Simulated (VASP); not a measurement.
# NiGe (Pnma) in VASP: a series of runs, part 2 of 2

VASP 6.6.1.

### Step 3. Single point, PBEsol (12.71 Å³/atom)

This run uses another cell than the first one, of 12.71 Å³/atom.

Contents of INCAR:

```
SYSTEM = NiGe
PREC = Accurate ; ENCUT = 520
EDIFF = 1E-6 ; ISMEAR = 0
SIGMA = 0.1 ; LREAL = .False.
LASPH = .True. ; NELM = 80
ALGO = Normal ; ISIF = 2
LWAVE = .False. ; LCHARG = .False.
GGA = PS ; NBANDS = 58
```

Contents of KPOINTS:

```
Automatic mesh
0
Gamma
  8 10 6
  0 0 0
```

Contents of POSCAR:

```
NiGe
1.0
    5.2647890509      0.0000000000      0.0000000000
    0.0000000000      3.4132179360      0.0000000000
    0.0000000000      0.0000000000      5.6598188452
Ni Ge
4 4
Direct
    0.9915543867      0.7500000000      0.1871429651
    0.0084456133      0.2500000000      0.8128570349
    0.5084456133      0.2500000000      0.6871429651
    0.4915543867      0.7500000000      0.3128570349
    0.8135527664      0.7500000000      0.5892228324
    0.1864472336      0.2500000000      0.4107771676
    0.6864472336      0.2500000000      0.0892228324
    0.3135527664      0.7500000000      0.9107771676
```

Potentials or basis: VASP PAW PBE potentials, release 64 (Ni, Ge_d).

Started as:

```bash
> cat potpaw_PBE.64/Ni/POTCAR potpaw_PBE.64/Ge_d/POTCAR > POTCAR
> mpirun -np 1 vasp_std > vasp.out
```

OUTCAR:

```text
SYSTEM = NiGe
   PREC = Accurate
   ENCUT = 520
   EDIFF = 1E-6
   ISMEAR = 0
   LREAL = .False.
   LASPH = .True.
   NELM = 80
   ISIF = 2
   GGA = PS

 ion  position               nearest neighbor table
   1  0.992  0.750  0.187-   8 2.31   6 2.36   6 2.36   7 2.41   7 2.41   5 2.46   2 2.72   2 2.72
                             4 2.73   4 2.73
   2  0.008  0.250  0.813-   7 2.31   5 2.36   5 2.36   8 2.41   8 2.41   6 2.46   1 2.72   1 2.72
                             3 2.73   3 2.73
   3  0.508  0.250  0.687-   6 2.31   8 2.36   8 2.36   5 2.41   5 2.41   7 2.46   4 2.72   4 2.72
                             2 2.73   2 2.73
[... 1689 lines left out ...]
  Total        3.3604634      3.2591663      3.3437027      0.0000000      0.0000000      0.0000000
  in kB       52.9373531     51.3416213     52.6733219      0.0000000      0.0000000      0.0000000
  external PRESSURE =      52.3174321 kB  Pullay stress =       0.0000000 kB

 VOLUME and BASIS-vectors are now :
 -----------------------------------------------------------------------------
  energy-cutoff  :      520.00
  volume of cell :      101.71
      direct lattice vectors                 reciprocal lattice vectors
     5.264789051  0.000000000  0.000000000     0.189941134  0.000000000  0.000000000
     0.000000000  3.413217936  0.000000000     0.000000000  0.292978655  0.000000000
     0.000000000  0.000000000  5.659818845     0.000000000  0.000000000  0.176684100

 POSITION                                       TOTAL-FORCE (eV/Angst)
 -----------------------------------------------------------------------------------
      5.22032      2.55991      1.05920        -0.003536      0.000000     -0.000053
      0.04446      0.85330      4.60062         0.003536      0.000000      0.000053
      2.67686      0.85330      3.88910         0.003536      0.000000     -0.000053
      2.58793      2.55991      1.77071        -0.003536      0.000000      0.000053
      4.28318      2.55991      3.33489         0.000842     -0.000000      0.004449
      0.98161      0.85330      2.32492        -0.000842      0.000000     -0.004449
      3.61400      0.85330      0.50499        -0.000842      0.000000      0.004449
      1.65079      2.55991      5.15483         0.000842      0.000000     -0.004449
 -----------------------------------------------------------------------------------
    total drift:                               -0.000000      0.000000      0.000000

  FREE ENERGIE OF THE ION-ELECTRON SYSTEM (eV)
  ---------------------------------------------------
  free  energy   TOTEN  =       -47.2389083438 eV

  energy  without entropy=      -47.2279128017  energy(sigma->0) =      -47.23341057
```

OSZICAR:

```text
N       E                     dE             d eps       ncg     rms          rms(c)
DAV:   1     0.103608451886E+04    0.10361E+04   -0.40020E+04 16318   0.444E+03
DAV:   2     0.170196480769E+03   -0.86589E+03   -0.82658E+03 13920   0.102E+03
DAV:   3    -0.364352643854E+02   -0.20663E+03   -0.19780E+03 13926   0.281E+02
DAV:   4    -0.526758670304E+02   -0.16241E+02   -0.15938E+02 15630   0.901E+01
DAV:   5    -0.530952304178E+02   -0.41936E+00   -0.41828E+00 15126   0.164E+01    0.249E+01
DAV:   6    -0.597289317021E+02   -0.66337E+01   -0.92161E+01 15654   0.100E+02    0.322E+01
DAV:   7    -0.472436083059E+02    0.12485E+02   -0.32750E+01 14940   0.682E+01    0.339E+00
DAV:   8    -0.473344385234E+02   -0.90830E-01   -0.38755E+00 16580   0.130E+01    0.346E+00
DAV:   9    -0.472408144646E+02    0.93624E-01   -0.70219E-01 16454   0.807E+00    0.654E-01
DAV:  10    -0.472392679790E+02    0.15465E-02   -0.54405E-02 14844   0.249E+00    0.331E-01
DAV:  11    -0.472388851820E+02    0.38280E-03   -0.51224E-03 19246   0.534E-01    0.131E-01
DAV:  12    -0.472389216825E+02   -0.36501E-04   -0.34368E-04 18186   0.148E-01    0.425E-02
DAV:  13    -0.472389085357E+02    0.13147E-04   -0.44247E-05 17886   0.784E-02    0.613E-03
DAV:  14    -0.472389084594E+02    0.76307E-07   -0.11023E-05 13036   0.200E-02    0.353E-03
DAV:  15    -0.472389083438E+02    0.11557E-06   -0.37145E-07  7394   0.485E-03
   1 F= -.47238908E+02 E0= -.47233411E+02  d E =-.109955E-01
```

stdout:

```text
POSCAR found type information on POSCAR NiGe
 POSCAR found :  2 types and       8 ions
 scaLAPACK will be used
 -----------------------------------------------------------------------------
|                                                                             |
|                                                                             |
|     You enforced a specific xc type in the INCAR file but a different       |
|     I HOPE YOU KNOW WHAT YOU ARE DOING!                                     |
|                                                                             |
 -----------------------------------------------------------------------------

 LDA part: xc-table for (Slater+PW92), standard interpolation
 POSCAR, INCAR and KPOINTS ok, starting setup
 FFT: planning ... GRIDC
 FFT: planning ... GRID_SOFT
 FFT: planning ... GRID
 WAVECAR not read
 entering main loop
```

Wall time 20 min (1 thread of Intel Xeon 8259CL, shared host); peak memory 0.59 GiB.

Results:

```yaml
Free_energy: -47.2389 eV
Pressure: 5.2 GPa
Largest_force: 0.005 eV/Å
Band_gap_on_the_k_mesh: zero (bands 48 and 49 overlap by 1.65 eV)
```

Forces on the atoms (eV/Å):
```
Ni  -0.004  0.000  0.000
Ni   0.004  0.000  0.000
Ni   0.004  0.000  0.000
Ni  -0.004  0.000  0.000
Ge   0.001  0.000  0.004
Ge  -0.001  0.000 -0.004
Ge  -0.001  0.000  0.004
Ge   0.001  0.000 -0.004
```

Levels at points of the mesh, in eV from the Fermi level:
| k point | band 45 | band 46 | band 47 | band 48 | band 49 | band 50 | band 51 | band 52 |
| --- | --- | --- | --- | --- | --- | --- | --- | --- |
| (0.00, 0.00, 0.00) | -1.67 | -1.10 | -1.08 | -0.92 | 0.78 | 0.79 | 4.09 | 4.11 |
| (0.50, 0.00, 0.00) | -1.68 | -1.68 | 0.80 | 0.80 | 1.43 | 1.43 | 3.30 | 3.30 |
| (0.00, 0.50, 0.00) | -1.74 | -1.74 | -1.29 | -1.29 | -0.55 | -0.55 | 2.11 | 2.11 |
| (0.50, 0.50, 0.00) | -1.50 | -1.50 | -1.50 | -1.50 | 0.39 | 0.39 | 0.39 | 0.39 |
| (0.00, 0.00, 0.50) | -1.32 | -1.32 | -0.18 | -0.18 | 1.08 | 1.08 | 2.83 | 2.83 |
| (0.50, 0.00, 0.50) | -0.97 | -0.97 | 0.71 | 0.71 | 2.64 | 2.64 | 2.71 | 2.71 |
| (0.00, 0.50, 0.50) | -1.76 | -1.76 | -1.59 | -1.59 | 0.40 | 0.40 | 0.79 | 0.79 |
| (0.50, 0.50, 0.50) | -1.68 | -1.68 | -1.68 | -1.68 | 2.67 | 2.67 | 2.67 | 2.67 |

Caveat: the cell stands under pressure; the PAW data sets were made with another functional, which shifts forces and pressure a little. Spin polarisation is off, so any magnetic state and its effect on volume and gap are missing.
